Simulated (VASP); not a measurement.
# C (Fmmm) in VASP: further runs

C is run at these levels: PBE+D3(BJ); tasks: single point.

Everything below comes from runs of VASP 6.6.1. Logs are shortened: lines on timing, memory, paths and dates and some standing lists are left out, and cuts for length are marked.

## (1) The cell of the first run

Symmetry: Fmmm, No. 69, orthorhombic system. Conventional cell: a = 2.464 Å, b = 4.266 Å, c = 6.665 Å, α = 90.00°, β = 90.00°, γ = 90.00°. Within 1.9 Å of C (site symmetry m2m) lie 3 C at 1.42 Å.

## (2) Single point, PBE+D3(BJ) (volume scaled by 0.98, then relaxed in part)

File INCAR:

```
SYSTEM = C
ALGO = Normal ; EDIFF = 1E-7
ENCUT = 520 ; GGA = PE
ISIF = 2 ; ISMEAR = 0
IVDW = 12 ; LASPH = .True.
LCHARG = .False. ; LREAL = .False.
LWAVE = .False. ; NBANDS = 11
NELM = 80 ; PREC = Accurate
SIGMA = 0.02
```

File KPOINTS:

```
k-points
0
Gamma
  18 18 18
  0 0 0
```

File POSCAR:

```
C
1.0
    0.0000000000      2.1327587224      3.3324440520
    1.2320960585      0.0000000000      3.3324440520
    1.2320960585      2.1327587224      0.0000000000
C
2
Direct
    0.1666950801      0.8333049199      0.1666950801
    0.8333049199      0.1666950801      0.8333049199
```

Potentials or basis: VASP PAW PBE potentials, release 64 (C).

On the command line:

```bash
cat potpaw_PBE.64/C/POTCAR > POTCAR
mpirun -np 1 vasp_std > vasp.out
```

OUTCAR:

```text
SYSTEM = C
   EDIFF = 1E-7
   ENCUT = 520
   GGA = PE
   ISIF = 2
   ISMEAR = 0
   IVDW = 12
   LASPH = .True.
   LREAL = .False.
   NELM = 80
   PREC = Accurate
 IVDW          = 12

 ion  position               nearest neighbor table
   1  0.167  0.833  0.167-   2 1.42   2 1.42   2 1.42
   2  0.833  0.167  0.833-   1 1.42   1 1.42   1 1.42

  LATTYP: Found a face centered orthorhombic cell.
 ALAT       =     2.4641921170
 B/A-ratio  =     1.7310003613
 C/A-ratio  =     2.7046950025

  Lattice vectors:

 A1 = (   0.0000000000,   2.1327587224,   3.3324440520)
 A2 = (   1.2320960585,   0.0000000000,   3.3324440520)
 A3 = (   1.2320960585,   2.1327587224,   0.0000000000)

Analysis of symmetry for initial positions (statically):
=====================================================================
 Subroutine PRICEL returns:
 Original cell was already a primitive cell.

 Routine SETGRP: Setting up the symmetry group for a
 face centered orthorhombic supercell.

 Subroutine GETGRP returns: Found  8 space group operations
 (whereof  8 operations were pure point group operations)
 out of a pool of  8 trial point group operations.

The static configuration has the point symmetry D_2h.

Analysis of symmetry for dynamics (positions and initial velocities):
=====================================================================
 Subroutine PRICEL returns:
 Original cell was already a primitive cell.

 Routine SETGRP: Setting up the symmetry group for a
 face centered orthorhombic supercell.

 Subroutine GETGRP returns: Found  8 space group operations
 (whereof  8 operations were pure point group operations)
 out of a pool of  8 trial point group operations.

The dynamic configuration has the point symmetry D_2h.

 Subroutine INISYM returns: Found  8 space group operations
 (whereof  8 operations are pure point group operations),
 and found     1 'primitive' translations

----------------------------------------------------------------------------------------

                                     Primitive cell

  volume of cell :      17.5138

  direct lattice vectors                    reciprocal lattice vectors
     0.000000000  2.132758722  3.332444052    -0.405812515  0.234438146  0.150040028
     1.232096059  0.000000000  3.332444052     0.405812515 -0.234438146  0.150040028
     1.232096059  2.132758722  0.000000000     0.405812515  0.234438146 -0.150040028

  length of vectors
     3.956493792  3.552920497  2.463071348     0.492094555  0.492094555  0.492094555

  position of ions in fractional coordinates (direct lattice)
     0.166695080  0.833304920  0.166695080
     0.833304920  0.166695080  0.833304920

  ion indices of the primitive-cell ions
   primitive index   ion index
                 1           1
                 2           2

----------------------------------------------------------------------------------------

 KPOINTS: k-points

Automatic generation of k-mesh.
 Grid dimensions read from file:
 generate k-points for:   18   18   18

 Generating k-lattice:

  Cartesian coordinates                     Fractional coordinates (reciprocal lattice)
    -0.022545140  0.013024341  0.008335557     0.055555556  0.000000000  0.000000000
     0.022545140 -0.013024341  0.008335557     0.000000000  0.055555556 -0.000000000
     0.022545140  0.013024341 -0.008335557    -0.000000000 -0.000000000  0.055555556

  Length of vectors
     0.027338586  0.027338586  0.027338586

  Shift w.r.t. Gamma in fractional coordinates (k-lattice)
     0.000000000  0.000000000  0.000000000

 Subroutine IBZKPT returns following result:
 ===========================================

 Found    865 irreducible k-points:

 Following reciprocal coordinates:
            Coordinates               Weight
  0.000000  0.000000  0.000000      1.000000
  0.055556  0.000000  0.000000      8.000000
  0.111111  0.000000  0.000000      8.000000
  0.166667  0.000000  0.000000      8.000000
  0.222222  0.000000 -0.000000      8.000000
  0.277778  0.000000  0.000000      8.000000
[... 16 lines left out ...]
 -0.277778  0.055556  0.000000      8.000000
 -0.222222  0.055556  0.000000      8.000000
 [... further k-points ...]
   k-points           NKPTS =    865   k-points in BZ     NKDIM =    865   number of bands    NBANDS=     11
   number of dos      NEDOS =    301   number of ions     NIONS =      2
   total plane-waves  NPLWV =  15120
   dimension x,y,z NGX =    30 NGY =   28 NGZ =   18
   dimension x,y,z NGXF=    60 NGYF=   56 NGZF=   36
   ions per type =               2
   NGX,Y,Z   is equivalent  to a cutoff of  12.61, 13.10, 12.15 a.u.
   NGXF,Y,Z  is equivalent  to a cutoff of  25.21, 26.20, 24.30 a.u.
 SYSTEM =  C
   PREC   = accura    normal or accurate (medium, high low for compatibility)
   ISTART =      0    job   : 0-new  1-cont  2-samecut
   ICHARG =      2    charge: 1-file 2-atom 10-const
   ISPIN  =      1    spin polarized calculation?
   LNONCOLLINEAR =      F non collinear calculations
   LSORBIT =      F    spin-orbit coupling
   LASPH  =      T    aspherical Exc in radial PAW
   ENCUT  =  520.0 eV  38.22 Ry    6.18 a.u.   7.36  6.61  4.58*2*pi/ulx,y,z
   NELM   =     80;   NELMIN=  2; NELMDL= -5     # of ELM steps
   EDIFF  = 0.1E-06   stopping-criterion for ELM
   LREAL  =      F    real-space projection
   EDIFFG = 0.1E-05   stopping-criterion for IOM
   NSW    =      0    number of steps for IOM
   IBRION =     -1    ionic relax: 0-MD 1-quasi-New 2-CG
   NFREE  =      0    steps in history (QN), initial steepest desc. (CG)
   ISIF   =      2    stress and relaxation
   ISYM   =      2    0-nonsym 1-usesym 2-fastsym
   POTIM  = 0.5000    time-step for ionic-motion
   TEBEG  =    0.0;   TEEND  =   0.0 temperature during run
   PSTRESS=    0.0 pullay stress
   NELECT =       8.0000    total number of electrons
   NUPDOWN=      -1.0000    fix difference up-down
   EMIN   =  10.00;   EMAX   =-10.00  energy-range for DOS
   EFERMI =   0.00;   METHOD = LEGACY
   ISMEAR =     0;   SIGMA  =   0.02  broadening in eV -4-tet -1-fermi 0-gaus
   EFERMI_NEDOS =   21; number of points for ismear=-14 and -15
   IALGO  =     38    algorithm
   IMIX   =      4    mixing-type and parameters
     AMIX     =   0.40;   BMIX     =  1.00
     AMIX_MAG =   1.60;   BMIX_MAG =  1.00
  volume/ion in A,a.u.               =       8.76        59.09
  Fermi-wavevector in a.u.,A,eV,Ry     =   1.260797  2.382561 21.627939  1.589609
  Thomas-Fermi vector in A             =   2.394288
   LORBIT       =      0    0 simple, 1 ext, 2 COOP (PROOUT), +10 PAW based schemes
   GGA     = PE    functional components
   LHFCALC =     F    Hartree Fock is set to
   AEXX    =    0.0000 exact exchange contribution
   IVDW    =    12    specifies the selected vdW correction
   LEPSILON=     F    determine dielectric tensor
   LRPA    =     F    only Hartree local field effects (RPA)
 non-spin polarized calculation
 Gauss-broadening in eV      SIGMA  =   0.02
  energy-cutoff  :      520.00
  volume of cell :       17.51
 maximum number of plane-waves:       495
 NGX is ok and might be reduce to    30
   NGX = 15   NGY = 13   NGZ =  9

 number of electron       8.0000000 magnetization

 Free energy of the ion-electron system (eV)
  ---------------------------------------------------
  ext. energy  EPLUGINS =         0.00000000
  ---------------------------------------------------
  free energy    TOTEN  =       -18.41596141 eV

  energy without entropy =      -18.41596116  energy(sigma->0) =      -18.41596129

 E-fermi :   4.7514     XC(G=0): -10.3715

 val. band max:        4.7106453703   @ k =  -0.2778   0.0556   0.3333
 cond. band min:       4.7920687211   @ k =  -0.2222   0.1111   0.3333
 fundamental gap:      0.0814233507
 Fermi energy:         4.7513570730

 k-point     1 :       0.0000    0.0000    0.0000
  band No.  band energies     occupation
      1     -14.9233      2.00000
      2      -1.7694      2.00000
      3       1.7432      2.00000
      4       1.7609      2.00000
      5       9.0881      0.00000
      6      13.0952      0.00000
      7      13.1650      0.00000
      8      16.1620      0.00000
      9      17.4166      0.00000
     10      27.4179      0.00000
     11      30.6083      0.00000

 k-point     2 :       0.0556    0.0000    0.0000
  band No.  band energies     occupation
      1     -14.8472      2.00000
      2      -1.7050      2.00000
      3       1.4606      2.00000
      4       1.5913      2.00000
      5       9.2158      0.00000
      6      13.1837      0.00000
      7      13.4336      0.00000
      8      15.8881      0.00000
      9      17.5539      0.00000
     10      27.6629      0.00000
     11      29.7399      0.00000

 k-point     3 :       0.1111    0.0000    0.0000
  band No.  band energies     occupation
      1     -14.6197      2.00000
      2      -1.5113      2.00000
      3       0.6488      2.00000
      4       1.1744      2.00000
      5       9.5968      0.00000
      6      13.2308      0.00000
      7      14.3205      0.00000
      8      15.1147      0.00000
      9      17.9968      0.00000
     10      27.8346      0.00000
     11      28.3980      0.00000
[... 267 lines left out ...]
 k-point    23 :      -0.2778    0.0556    0.0000
  band No.  band energies     occupation
      1     -12.2792      2.00000
      2      -4.8067      2.00000
      3      -1.0020      2.00000
      4       0.8101      2.00000
      5       9.3278      0.00000
      6      12.3849      0.00000
      7      13.0135      0.00000
      8      21.0423      0.00000
      9      21.4134      0.00000
     10      22.6410      0.00000
     11      27.3087      0.00000

 k-point    24 :      -0.2222    0.0556    0.0000
  band No.  band energies     occupation
      1     -13.0796      2.00000
      2      -3.3384      2.00000
      3      -0.5361      2.00000
      4       0.0929      2.00000
      5      10.8809      0.00000
      6      11.6329      0.00000
      7      12.8164      0.00000
      8      19.1469      0.00000
      9      20.8942      0.00000
     10      23.0945      0.00000
     11      28.0158      0.00000

 [... further k-points ...]

------------------------ aborting loop because EDIFF is reached ----------------------------------------

 Edisp (eV)   -0.31524

 E8    (eV) :    -0.0894

  FORCE on cell =-STRESS in cart. coord.  units (eV):
  Direction    XX          YY          ZZ          XY          YZ          ZX
  --------------------------------------------------------------------------------------
  -------------------------------------------------------------------------------------
  Total       0.15812     0.15784     0.07265    -0.00000     0.00000     0.00000
  in kB      14.46458    14.43932     6.64640    -0.00000     0.00000     0.00000
  external pressure =       11.85 kB  Pullay stress =        0.00 kB

 VOLUME and BASIS-vectors are now :
 -----------------------------------------------------------------------------
  energy-cutoff  :      520.00
  volume of cell :       17.51
      direct lattice vectors                 reciprocal lattice vectors
     0.000000000  2.132758722  3.332444052    -0.405812515  0.234438146  0.150040028
     1.232096059  0.000000000  3.332444052     0.405812515 -0.234438146  0.150040028
     1.232096059  2.132758722  0.000000000     0.405812515  0.234438146 -0.150040028

 POSITION                                       TOTAL-FORCE (eV/Angst)
 -----------------------------------------------------------------------------------
      1.23210      0.71104      3.33244         0.000000      0.000092      0.000000
      1.23210      3.55448      3.33244         0.000000     -0.000092      0.000000
 -----------------------------------------------------------------------------------
    total drift:                                0.000000      0.000000     -0.000000

  FREE ENERGIE OF THE ION-ELECTRON SYSTEM (eV)
  ---------------------------------------------------
  free  energy   TOTEN  =       -18.7311965840 eV

  energy  without entropy=      -18.7311963384  energy(sigma->0) =      -18.73119646
```

Wall time 3 min (1 thread of Intel Xeon Platinum 8488C (Sapphire Rapids), shared host); peak memory 0.26 GiB.

Results:

```yaml
Free_energy: -18.7312 eV
Pressure: 1.2 GPa
Band_gap_on_the_k_mesh: 0.08 eV, indirect (least direct gap 0.16 eV)
Dispersion_energy_per_atom: -0.158 eV
```

Levels at points of the mesh, in eV from the valence-band top:
```
           k point  band 1  band 2  band 3  band 4  band 5  band 6  band 7  band 8  band 9
(0.00, 0.00, 0.00)  -19.63   -6.48   -2.97   -2.95    4.38    8.38    8.45   11.45   12.71
(0.50, 0.00, 0.00)  -14.22  -13.19   -6.35   -2.32    1.69    7.46   12.64   13.84   19.30
(0.50, 0.50, 0.00)  -19.32   -8.52   -2.99   -2.95    8.34    8.42   10.77   11.60   12.56
(0.50, 0.00, 0.50)  -14.33  -13.28   -6.33   -1.52    2.56    7.66   11.30   11.56   18.21
(0.00, 0.50, 0.50)  -14.09  -13.09   -6.39   -3.02    0.98    7.24   13.92   17.67   19.85
```

 A k mesh can miss the band edges.

[end of part 1 of 2]
